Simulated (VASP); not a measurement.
A run of VASP 6.6.1 is set up as follows.

INCAR

```
PREC = Accurate
ENCUT = 500
EDIFF = 1E-6
ISMEAR = 0
SIGMA = 0.05
LREAL = False
LASPH = True
NELM = 200
ALGO = Normal
ISIF = 2
LWAVE = False
LCHARG = False
LNONCOLLINEAR = True
MAGMOM = 0 0 1.6 0 0 0.04
LORBIT = 11
I_CONSTRAINED_M = 2
LAMBDA = 10
M_CONSTR = 0.354 0.354 0 0 0 0
RWIGS = 1.36 1.38
ISYM = -1
AMIX = 0.2
BMIX = 1E-4
AMIX_MAG = 0.8
BMIX_MAG = 1E-4
LMAXMIX = 4
LDAU = True
LDAUTYPE = 2
LDAUL = 2 -1
LDAUU = 7 0
LDAUJ = 0 0
LDAUPRINT = 1
GGA = CA
NBANDS = 28
GGA_COMPAT = False
```

KPOINTS

```
regular mesh
0
Gamma
  6 6 5
```

File POSCAR:

```
TePt
1.0
    3.9548758500      0.0000000000      0.0000000000
   -1.9774379300      3.4250229600      0.0000000000
    0.0000000000      0.0000000000      3.8597628900
Pt Te
1 1
Direct
    0.0000000000      0.0000000000      0.0000000000
    0.6666666667      0.3333333333      0.5000000000
```

Potentials or basis: VASP PAW LDA potentials, release 64 (Pt, Te).

Launch:

```console
$ cat potpaw_LDA.64/Pt/POTCAR potpaw_LDA.64/Te/POTCAR > POTCAR
$ mpirun -np 1 vasp_ncl > vasp.out
```

**Question.** Predict the band gap on the k mesh.

**Answer.** Zero (bands 16 and 17 overlap by 1.29 eV).

Moments on the atoms (μB; x, y, z):
```
Pt  0.50 0.50 0.00
Te  0.05 0.05 0.00
```

Caveat: moments held by a penalty; spin-orbit coupling is left out, which moves the levels of the heavy elements; the U is typed as a test and isn't derived for this compound. The state reached can hang on the start; a lower one may exist.
